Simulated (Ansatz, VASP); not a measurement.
## Two plane-wave programs on KBr

```
K Br
1.0
     5.78435    0.00000    0.00000
    -2.89217    5.00939    0.00000
     0.00000    0.00000    6.77273
K Br
2 2
Direct
  0.33333 0.66667 0.93750
  0.66667 0.33333 0.43750
  0.33333 0.66667 0.43750
  0.66667 0.33333 0.93750
```

Alike in both runs: task single point; functional PBE; k mesh 6 × 6 × 4; no spin polarisation.

|  | VASP | Ansatz |
| --- | --- | --- |
| version | VASP 6.6.1 | Ansatz 0.2.0 |
| potentials or method | VASP PAW PBE potentials, release 64 (K_sv, Br) | plane waves, PAW |
| plane-wave cutoff (eV) | 520 | 420 |
| occupations | gaussian, width 0.01 eV | fixed |
| valence electrons in the cell | 32 | 32 |

```tsv
	VASP	Ansatz	Ansatz less VASP
gap on the k mesh at the Fermi level (eV)	4.05	4.05	+0.001
pressure (GPa)	-0.5	-0.5	-0.01
traceless stress, the component that is largest in VASP (GPa)	-0.07	-0.07	-0.003
```

Ansatz's warnings: structure snapped to symmetry.
